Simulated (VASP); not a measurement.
Al2O3 (Corundum), 10 atoms in the cell. Symmetry: R-3c, No. 167, trigonal system. Conventional cell: a = 4.901 Å, b = 4.901 Å, c = 13.391 Å, α = 90.00°, β = 90.00°, γ = 120.00°. Within 2.5 Å of Al (site symmetry 3) lie 6 O at 1.91 to 2.03 Å. Within 2.5 Å of O (site symmetry 2) lie 4 Al at 1.91 to 2.03 Å.  This cell differs from its parent crystal: volume scaled by 1.06.

- Program: VASP 6.6.1
- Task: relaxation of shape and atoms at fixed volume
- Functional: PBE
- Potentials or basis: VASP PAW PBE potentials, release 64 (Al, O)
- Cutoff: 600 eV
- k mesh: 6 × 6 × 6
- Occupations: gaussian, width 0.02 eV
- Spin: no spin polarisation
- Dipole correction: no
- Further INCAR settings: ALGO = Normal; EDIFF = 1e-06; IBRION = 2; EDIFFG = -0.01; NSW = 50; ISIF = 4

Potentials or basis: VASP PAW PBE potentials, release 64 (Al, O).

Command:

```bash
$ cat potpaw_PBE.64/Al/POTCAR potpaw_PBE.64/O/POTCAR > POTCAR
$ mpirun -np 1 vasp_std > vasp.out
```

Hardware: 1 thread of Intel(R) Xeon(R) Platinum 8488C (Sapphire Rapids), on a shared host.

Problem. How long does it take, and how much memory?

Solution. It took 2.7 min on 1 thread of Intel(R) Xeon(R) Platinum 8488C (Sapphire Rapids), with other jobs on the host, peak memory 0.3 GiB. Counts: scf iterations 18, k points 32, ion steps 2.
